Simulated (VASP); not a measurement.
Crystal: Au.

```
Au
1.0
     0.00000    1.97288    1.97288
     1.97288    0.00000    1.97288
     1.97288    1.97288    0.00000
Au
1
Direct
  0.00000 0.00000 0.00000
```

This cell differs from its parent crystal: Os replaced by Au, lengths x 0.967, strained.

Base run:

| Item | Value |
| --- | --- |
| Program | VASP 6.6.1 |
| Functional | PBE |
| Potentials or basis | VASP PAW PBE potentials, release 64 (Au) |
| Cutoff | 500 eV |
| k mesh | 18 × 18 × 18 |
| Occupations | gaussian, width 0.1 eV |
| Spin | no spin polarisation |

Its results: pressure 34.5 GPa.

Question: The run is repeated on the same cell with these changes: k mesh from 18 × 18 × 18 to 8 × 8 × 8. What comes out?

Answer: Pressure 35.8 GPa.
